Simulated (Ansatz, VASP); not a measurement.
# Pb in VASP and in Ansatz

Contents of INCAR:

```
PREC = Accurate
ENCUT = 500
EDIFF = 1E-7
ISMEAR = 1
SIGMA = 0.1
LREAL = False
LASPH = True
NELM = 120
ALGO = Normal
ISIF = 3
LWAVE = False
LCHARG = False
GGA = PE
IVDW = 13
IBRION = 2
NSW = 80
EDIFFG = -0.01
GGA_COMPAT = False
NELMIN = 4
```

Contents of KPOINTS:

```
Automatic mesh
0
Gamma
  8 8 8
```

The input POSCAR:

```
Pb
1.0
    3.5002070000      0.0000000000      0.0000000000
    1.7501035000      3.0312681805      0.0000000000
    1.7501035000      1.0104227268      2.8579070480
Pb
1
Direct
    0.0000000000      0.0000000000      0.0000000000
```

Input for Ansatz:

```yaml
crystal:
  lattice:
    - [3.500207, 0.0, 0.0]
    - [1.7501035000000005, 3.0312681805041186, 0.0]
    - [1.7501035000000005, 1.0104227268347064, 2.857907048039293]
  atoms:
    - { symbol: Pb, position: [0.0, 0.0, 0.0] }
kpoints:
  mp_grid:
    grid: [8, 8, 8]
hamiltonian:
  xc: pbe
  dispersion: d4
scf:
  occupations:
    method: methfessel_paxton
    width: 0.1
relax:
  cell: {}
```

Alike in both runs: task relaxation of cell and atoms; functional PBE; dispersion D4; k mesh 8 × 8 × 8; occupations methfessel-paxton of order 1, width 0.1 eV; no spin polarisation.

|  | VASP | Ansatz |
| --- | --- | --- |
| version | VASP 6.6.1 | Ansatz 0.2.0 |
| potentials or method | VASP PAW PBE potentials, release 64 (Pb_d) | plane waves, PAW |
| plane-wave cutoff (eV) | 500 | 420 |
| valence electrons in the cell | 14 | 14 |

|  | VASP | Ansatz | Ansatz less VASP |
| --- | --- | --- | --- |
| relaxed volume (Å³/atom) | 30.57 | 30.64 | +0.074 |
| relaxed cell length with the largest relative difference (Å) | 3.510 | 3.512 | +0.0028 |

Ansatz's warnings: relaxed geometry near dispersion switch.

Neither program's run includes spin-orbit coupling.
